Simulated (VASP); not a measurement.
# MgO in VASP: notebook, part 2 of 2

VASP 6.6.1. Earlier steps stand in the parts before.

### 4 Single point, r2SCAN (uniaxial z strain +5.7%)

Contents of POSCAR:

```
MgO
1.0
    2.6233491278      0.0000000000      0.0000000000
    0.0000000000      2.6233491278      0.0000000000
    0.0000000000      0.0000000000      2.7736670328
Mg O
1 1
Direct
    0.0000000000      0.0000000000      0.0000000000
    0.5000000000      0.5000000000      0.5000000000
```

Contents of INCAR.step1:

```
SYSTEM = MgO
PREC = Accurate
ENCUT = 520
ISMEAR = 0
SIGMA = 0.01
LREAL = .False.
LASPH = .True.
NELM = 100
NBANDS = 11
GGA = PE
ALGO = Normal
EDIFF = 1E-4
LWAVE = .True.
LCHARG = .False.
```

Contents of INCAR.step2:

```
SYSTEM = MgO
PREC = Accurate
ENCUT = 520
EDIFF = 1E-6
ISMEAR = 0
SIGMA = 0.01
LREAL = .False.
LASPH = .True.
NELM = 100
ALGO = Normal
ISIF = 2
LWAVE = .False.
LCHARG = .False.
METAGGA = R2SCAN
LMIXTAU = .True.
NBANDS = 11
ISTART = 1
```

Contents of KPOINTS:

```
Automatic mesh
0
Gamma
  10 10 10
  0 0 0
```

Potentials or basis: VASP PAW PBE potentials, release 64 (Mg, O).

On the command line:

```console
cat potpaw_PBE.64/Mg/POTCAR potpaw_PBE.64/O/POTCAR > POTCAR
cp INCAR.step1 INCAR
mpirun -np 1 vasp_std > vasp.out
cp INCAR.step2 INCAR
mpirun -np 1 vasp_std > vasp.out
```

OUTCAR:

```text
SYSTEM = MgO
   PREC = Accurate
   ENCUT = 520
   EDIFF = 1E-6
   ISMEAR = 0
   LREAL = .False.
   LASPH = .True.
   NELM = 100
   ISIF = 2
   METAGGA = R2SCAN
   ISTART = 1

 ion  position               nearest neighbor table
   1  0.000  0.000  0.000-   2 2.32   2 2.32   2 2.32   2 2.32   2 2.32   2 2.32   2 2.32   2 2.32

   2  0.500  0.500  0.500-   1 2.32   1 2.32   1 2.32   1 2.32   1 2.32   1 2.32   1 2.32   1 2.32

  LATTYP: Found a simple tetragonal cell.
 ALAT       =     2.6233491278
 C/A-ratio  =     1.0573000000

  Lattice vectors:
[... 526 lines left out ...]

  FORCE on cell =-STRESS in cart. coord.  units (eV):
  Direction    XX          YY          ZZ          XY          YZ          ZX
  --------------------------------------------------------------------------------------
  -------------------------------------------------------------------------------------
  Total        0.4007892      0.4007892     -3.8254124      0.0000000      0.0000000      0.0000000
  in kB       33.6403178     33.6403178   -321.0867133      0.0000000      0.0000000      0.0000000
  external PRESSURE =     -84.6020259 kB  Pullay stress =       0.0000000 kB

 VOLUME and BASIS-vectors are now :
 -----------------------------------------------------------------------------
  energy-cutoff  :      520.00
  volume of cell :       19.09
      direct lattice vectors                 reciprocal lattice vectors
     2.623349128  0.000000000  0.000000000     0.381192114  0.000000000  0.000000000
     0.000000000  2.623349128  0.000000000     0.000000000  0.381192114  0.000000000
     0.000000000  0.000000000  2.773667033     0.000000000  0.000000000  0.360533542

 POSITION                                       TOTAL-FORCE (eV/Angst)
 -----------------------------------------------------------------------------------
      0.00000      0.00000      0.00000         0.000000      0.000000      0.000000
      1.31167      1.31167      1.38683         0.000000      0.000000      0.000000
 -----------------------------------------------------------------------------------
    total drift:                                0.000000      0.000000      0.000000

  FREE ENERGIE OF THE ION-ELECTRON SYSTEM (eV)
  ---------------------------------------------------
  free  energy   TOTEN  =       -14.4165247787 eV

  energy  without entropy=      -14.4165247787  energy(sigma->0) =      -14.41652478
```

OUTCAR.step1:

```text
SYSTEM = MgO
   PREC = Accurate
   ENCUT = 520
   ISMEAR = 0
   LREAL = .False.
   LASPH = .True.
[... 560 lines left out ...]
      0.00000      0.00000      0.00000         0.000000      0.000000      0.000000
      1.31167      1.31167      1.38683         0.000000      0.000000      0.000000
 -----------------------------------------------------------------------------------
    total drift:                                0.000000      0.000000      0.000000

  FREE ENERGIE OF THE ION-ELECTRON SYSTEM (eV)
  ---------------------------------------------------
  free  energy   TOTEN  =       -10.3234688733 eV

  energy  without entropy=      -10.3234688733  energy(sigma->0) =      -10.32346887
```

It took 43 s on 1 thread of Intel Xeon 6975P-C (Granite Rapids), shared host; peak memory 0.15 GiB.

What came out:

| Quantity | Value |
| --- | --- |
| Free energy | -14.4165 eV |
| Pressure | -8.5 GPa |
| Band gap on the k mesh | 2.61 eV, indirect (least direct gap 3.52 eV) |

Stress tensor (GPa, compression positive):
```
  3.36   0.00   0.00
  0.00   3.36   0.00
  0.00   0.00 -32.11
```

Levels at points of the mesh, in eV from the valence-band top:
```csv
k point,band 1,band 2,band 3,band 4,band 5,band 6,band 7,band 8,band 9
"(0.00, 0.00, 0.00)",-19.41,-1.74,-0.91,-0.91,2.61,10.74,11.65,19.70,21.24
"(0.50, 0.00, 0.00)",-18.22,-6.36,-1.18,-0.43,7.00,9.89,15.37,17.09,17.98
"(0.50, 0.50, 0.00)",-17.35,-4.61,-4.61,-0.52,6.03,12.41,12.41,12.76,18.74
"(0.00, 0.00, 0.50)",-18.47,-6.68,-0.57,-0.57,7.75,9.39,15.21,18.47,18.71
"(0.50, 0.00, 0.50)",-17.58,-4.87,-4.81,0.00,5.16,12.18,13.21,14.28,20.14
"(0.50, 0.50, 0.50)",-16.72,-3.74,-3.74,-3.65,7.79,7.79,8.30,16.66,18.33
```

Caveat: the cell differs from its parent crystal (uniaxial z strain +5.7%); the PAW data sets were made with another functional, which shifts forces and pressure a little.

### 5 Single point, r2SCAN (shear xy strain +4.4%)

Contents of POSCAR:

```
MgO
1.0
    2.6233491278      0.0582383506      0.0000000000
    0.0582383506      2.6233491278      0.0000000000
    0.0000000000      0.0000000000      2.6233491278
Mg O
1 1
Direct
    0.0000000000      0.0000000000      0.0000000000
    0.5000000000      0.5000000000      0.5000000000
```

Contents of INCAR.step1:

```
SYSTEM = MgO
PREC     = Accurate       ! precision mode
ENCUT    = 520            ! plane-wave cutoff, eV
ISMEAR   = 0              ! smearing method
SIGMA    = 0.01           ! smearing width, eV
LREAL    = .False.        ! projectors in reciprocal space
LASPH    = .True.         ! aspherical terms in the spheres
NELM     = 80             ! most SCF steps
NBANDS   = 11             ! bands
GGA      = PE             ! functional
ALGO     = Normal         ! electronic algorithm
EDIFF    = 1E-4           ! SCF threshold, eV
LWAVE    = .True.         ! write WAVECAR
LCHARG   = .False.        ! write CHGCAR
```

Contents of INCAR.step2:

```
SYSTEM = MgO
PREC     = Accurate       ! precision mode
ENCUT    = 520            ! plane-wave cutoff, eV
EDIFF    = 1E-7           ! SCF threshold, eV
ISMEAR   = 0              ! smearing method
SIGMA    = 0.01           ! smearing width, eV
LREAL    = .False.        ! projectors in reciprocal space
LASPH    = .True.         ! aspherical terms in the spheres
NELM     = 80             ! most SCF steps
ALGO     = Normal         ! electronic algorithm
ISIF     = 2              ! what is computed and relaxed
LWAVE    = .False.        ! write WAVECAR
LCHARG   = .False.        ! write CHGCAR
METAGGA  = R2SCAN         ! meta-GGA
LMIXTAU  = .True.       
NBANDS   = 11             ! bands
ISTART   = 1
```

KPOINTS is that of step 4.

On the command line:

```console
cat potpaw_PBE.64/Mg/POTCAR potpaw_PBE.64/O/POTCAR > POTCAR
cp INCAR.step1 INCAR
mpirun -np 1 vasp_std > vasp.out
cp INCAR.step2 INCAR
mpirun -np 1 vasp_std > vasp.out
```

It took 62 s on 1 thread of Intel Xeon 6975P-C (Granite Rapids), shared host; peak memory 0.16 GiB.

The run converged. Its results:

```
Free energy            : -14.5347 eV
Pressure               : -1.0 GPa
Band gap on the k mesh : 3.47 eV, indirect (least direct gap 4.39 eV)
```

Stress tensor (GPa, compression positive):
```
-0.91  2.77  0.00
 2.77 -0.91  0.00
 0.00  0.00 -1.07
```

Levels at points of the mesh, in eV from the valence-band top:
| k point | band 1 | band 2 | band 3 | band 4 | band 5 | band 6 | band 7 | band 8 | band 9 |
| --- | --- | --- | --- | --- | --- | --- | --- | --- | --- |
| (0.00, 0.00, 0.00) | -19.58 | -1.17 | -1.06 | -0.92 | 3.47 | 11.47 | 11.50 | 21.45 | 21.91 |
| (0.50, 0.00, 0.00) | -18.36 | -6.60 | -0.60 | -0.59 | 8.01 | 10.66 | 15.84 | 18.26 | 19.28 |
| (0.50, 0.50, 0.00) | -17.48 | -4.98 | -4.69 | 0.00 | 5.92 | 13.08 | 13.89 | 14.46 | 20.22 |
| (0.00, 0.00, 0.50) | -18.36 | -6.60 | -0.73 | -0.43 | 8.04 | 10.63 | 15.85 | 18.59 | 19.28 |
| (0.50, 0.00, 0.50) | -17.48 | -4.84 | -4.84 | 0.00 | 5.90 | 13.46 | 13.51 | 14.42 | 20.49 |
| (0.50, 0.50, 0.50) | -16.61 | -3.85 | -3.79 | -3.71 | 7.97 | 8.45 | 8.91 | 17.96 | 19.90 |

Caveat: the cell differs from its parent crystal (shear xy strain +4.4%); the PAW data sets were made with another functional, which shifts forces and pressure a little. A k mesh can miss the band edges.

### 6 Single point, r2SCAN (epitaxial xy strain -0.9%)

Contents of POSCAR:

```
MgO
1.0
    2.6010506602      0.0000000000      0.0000000000
    0.0000000000      2.6010506602      0.0000000000
    0.0000000000      0.0000000000      2.6183176627
Mg O
1 1
Direct
    0.0000000000      0.0000000000      0.0000000000
    0.5000000000      0.5000000000      0.5000000000
```

Contents of INCAR.step1:

```
ALGO = Normal
EDIFF = 1E-5
ENCUT = 660
GGA = PE
GGA_COMPAT = False
ISMEAR = 0
LASPH = True
LCHARG = False
LREAL = False
LWAVE = True
NBANDS = 15
NELM = 120
PREC = Accurate
SIGMA = 0.01
```

Contents of INCAR.step2:

```
ALGO = Normal
EDIFF = 1E-6
ENCUT = 660
GGA_COMPAT = False
ISIF = 2
ISMEAR = 0
ISTART = 1
LASPH = True
LCHARG = True
LELF = True
LMIXTAU = True
LREAL = False
LVHAR = True
LWAVE = False
METAGGA = R2SCAN
NBANDS = 15
NELM = 120
PREC = Accurate
SIGMA = 0.01
```

Contents of KPOINTS:

```
k-points
0
Gamma
  10 10 10
```

Potentials or basis: VASP PAW PBE potentials, release 64 (Mg_sv, O).

On the command line:

```console
cat potpaw_PBE.64/Mg_sv/POTCAR potpaw_PBE.64/O/POTCAR > POTCAR
cp INCAR.step1 INCAR
mpirun -np 1 vasp_std > vasp.out
cp INCAR.step2 INCAR
mpirun -np 1 vasp_std > vasp.out
```

OUTCAR:

```text
EDIFF = 1E-6
   ENCUT = 660
   ISIF = 2
   ISMEAR = 0
   ISTART = 1
   LASPH = True
   LREAL = False
   METAGGA = R2SCAN
   NELM = 120
   PREC = Accurate

 ion  position               nearest neighbor table
   1  0.000  0.000  0.000-
   2  0.500  0.500  0.500-

  LATTYP: Found a simple tetragonal cell.
 ALAT       =     2.6010506602
 C/A-ratio  =     1.0066384722

  Lattice vectors:

[... 616 lines left out ...]
     15      29.3227      0.00000

 [... further k-points ...]

------------------------ aborting loop because EDIFF is reached ----------------------------------------

  FORCE on cell =-STRESS in cart. coord.  units (eV):
  Direction    XX          YY          ZZ          XY          YZ          ZX
  --------------------------------------------------------------------------------------
  -------------------------------------------------------------------------------------
  Total        0.5142508      0.5142508     -0.0166753      0.0000000      0.0000000      0.0000000
  in kB       46.5120617     46.5120617     -1.5082225      0.0000000      0.0000000      0.0000000
  external PRESSURE =      30.5053003 kB  Pullay stress =       0.0000000 kB

 VOLUME and BASIS-vectors are now :
 -----------------------------------------------------------------------------
  energy-cutoff  :      660.00
  volume of cell :       17.71
      direct lattice vectors                 reciprocal lattice vectors
     2.601050660  0.000000000  0.000000000     0.384460024  0.000000000  0.000000000
     0.000000000  2.601050660  0.000000000     0.000000000  0.384460024  0.000000000
     0.000000000  0.000000000  2.618317663     0.000000000  0.000000000  0.381924628

 POSITION                                       TOTAL-FORCE (eV/Angst)
 -----------------------------------------------------------------------------------
      0.00000      0.00000      0.00000         0.000000      0.000000      0.000000
      1.30053      1.30053      1.30916         0.000000      0.000000      0.000000
 -----------------------------------------------------------------------------------
    total drift:                                0.000000      0.000000     -0.000000

  FREE ENERGIE OF THE ION-ELECTRON SYSTEM (eV)
  ---------------------------------------------------
  free  energy   TOTEN  =       -14.5529461906 eV

  energy  without entropy=      -14.5529461906  energy(sigma->0) =      -14.55294619
```

OUTCAR.step1:

```text
EDIFF = 1E-5
   ENCUT = 660
   GGA = PE
   ISMEAR = 0
   LASPH = True
[... 654 lines left out ...]
 -----------------------------------------------------------------------------------
      0.00000      0.00000      0.00000         0.000000      0.000000      0.000000
      1.30053      1.30053      1.30916         0.000000      0.000000      0.000000
 -----------------------------------------------------------------------------------
    total drift:                                0.000000      0.000000     -0.000000

  FREE ENERGIE OF THE ION-ELECTRON SYSTEM (eV)
  ---------------------------------------------------
  free  energy   TOTEN  =       -10.3649216542 eV

  energy  without entropy=      -10.3649216542  energy(sigma->0) =      -10.36492165
```

Run time: 44 s. Hardware: 1 thread of Intel Xeon 6975P-C (Granite Rapids), shared host; peak memory 0.17 GiB.

What came out:

```yaml
Free_energy: -14.5529 eV
Pressure: 3.1 GPa
Band_gap_on_the_k_mesh: 3.69 eV, indirect (least direct gap 4.76 eV)
```

Levels at points of the mesh, in eV from the valence-band top:
| k point | band 6 | band 7 | band 8 | band 9 | band 10 | band 11 |
| --- | --- | --- | --- | --- | --- | --- |
| (0.00, 0.00, 0.00) | -1.17 | -1.06 | -1.06 | 3.69 | 11.44 | 11.57 |
| (0.50, 0.00, 0.00) | -6.72 | -0.69 | -0.59 | 8.19 | 10.94 | 15.95 |
| (0.50, 0.50, 0.00) | -4.93 | -4.93 | -0.07 | 6.09 | 13.71 | 13.71 |
| (0.00, 0.00, 0.50) | -6.75 | -0.61 | -0.61 | 8.27 | 10.87 | 15.94 |
| (0.50, 0.00, 0.50) | -4.97 | -4.96 | 0.00 | 5.99 | 13.68 | 13.80 |
| (0.50, 0.50, 0.50) | -3.91 | -3.91 | -3.90 | 8.53 | 8.53 | 8.58 |

Caveat: the cell differs from its parent crystal (epitaxial xy strain -0.9%); the PAW data sets were made with another functional, which shifts forces and pressure a little.

### 7 Summary

| level | potentials or basis | cell | cutoff (eV) | smearing | second run | gap on the mesh (eV) | pressure (GPa) |
| --- | --- | --- | --- | --- | --- | --- | --- |
| PBE | VASP PAW PBE potentials, release 64 (Mg, O) | a = 2.624, b = 2.624, c = 2.623 Å, angles 90.0, 90.0, 87.5°, 2 atoms | 520 | fermi-dirac 0.02 eV | - | 2.64 | 5.7 |
| r2SCAN | VASP PAW PBE potentials, release 64 (Mg, O) | a = 2.601, b = 2.601, c = 2.618 Å, 2 atoms | 520 | gaussian 0.01 eV | - | 3.61 | 1.9 |
| r2SCAN | VASP PAW PBE potentials, release 64 (Mg, O) | a = 2.623, b = 2.623, c = 2.774 Å, 2 atoms | 520 | gaussian 0.01 eV | - | 2.61 | -8.5 |
| r2SCAN | VASP PAW PBE potentials, release 64 (Mg, O) | a = 2.624, b = 2.624, c = 2.623 Å, angles 90.0, 90.0, 87.5°, 2 atoms | 520 | gaussian 0.01 eV | - | 3.47 | -1.0 |
| r2SCAN | VASP PAW PBE potentials, release 64 (Mg_sv, O) | a = 2.601, b = 2.601, c = 2.618 Å, 2 atoms | 660 | gaussian 0.01 eV | valence_matched | 3.69 | 3.1 |

Alike in all rows: task single point; no spin polarisation; k mesh 10 × 10 × 10.

Caveats: the PAW data sets were made with another functional, which shifts forces and pressure a little (some runs).

Total energies depend on the potentials used, so only differences within one code and one set of settings carry meaning.
